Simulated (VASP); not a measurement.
Write the native input for VASP 6.6.1 that does the following.

```
Task                   : single point
Functional             : PBE
Dispersion             : D4
Potentials or basis    : VASP PAW PBE potentials, release 64 (Cl, Li_sv)
Cutoff                 : 520 eV
k mesh                 : 7 × 7 × 7
Occupations            : gaussian, width 0.02 eV
Spin                   : collinear spin, zero start
Starting moments       : [0.0, 0.0] μB
Dipole correction      : no
Further INCAR settings : ALGO = Normal; EDIFF = 1e-06; NBANDS = 16
```

The structure of LiCl lies in POSCAR:

```
LiCl
1.0
    0.0000000000      2.5647700000      2.5647700000
    2.5647700000      0.0000000000      2.5647700000
    2.5647700000      2.5647700000      0.0000000000
Cl Li
1 1
Direct
    0.5063450000      0.5093460000      0.4920520000
    0.0038980000     -0.0024430000      0.0060080000
```

This cell differs from its parent crystal: atoms moved at random.

One way to write it, as run:

INCAR

```
SYSTEM = LiCl
PREC = Accurate ; ENCUT = 520
EDIFF = 1E-6 ; ISMEAR = 0
SIGMA = 0.02 ; LREAL = .False.
LASPH = .True. ; NELM = 150
ALGO = Normal ; ISIF = 2
LWAVE = .False. ; LCHARG = .True.
ISPIN = 2 ; MAGMOM = 0 0
LORBIT = 11 ; GGA = PE
IVDW = 13 ; LELF = .True.
LVHAR = .True. ; NBANDS = 16
```

KPOINTS

```
Automatic mesh
0
Gamma
  7 7 7
  0 0 0
```

Potentials or basis: VASP PAW PBE potentials, release 64 (Cl, Li_sv).

Run with:

```bash
$ cat potpaw_PBE.64/Cl/POTCAR potpaw_PBE.64/Li_sv/POTCAR > POTCAR
$ mpirun -np 1 vasp_std > vasp.out
```

Results of the run:

* Largest force: 0.031 eV/Å
* Band gap on the k mesh: 6.34 eV, direct
* Net moment: 0.00 μB per cell
* Valence electrons inside the program's atomic spheres: Cl 5.18; Li 2.04
* Dispersion energy per atom: -0.122 eV

Caveat: the cell differs from its parent crystal (atoms moved at random).

It took 110 s on 1 thread of Intel(R) Xeon(R) Platinum 8488C (Sapphire Rapids) (shared host), peak memory 0.25 GiB.
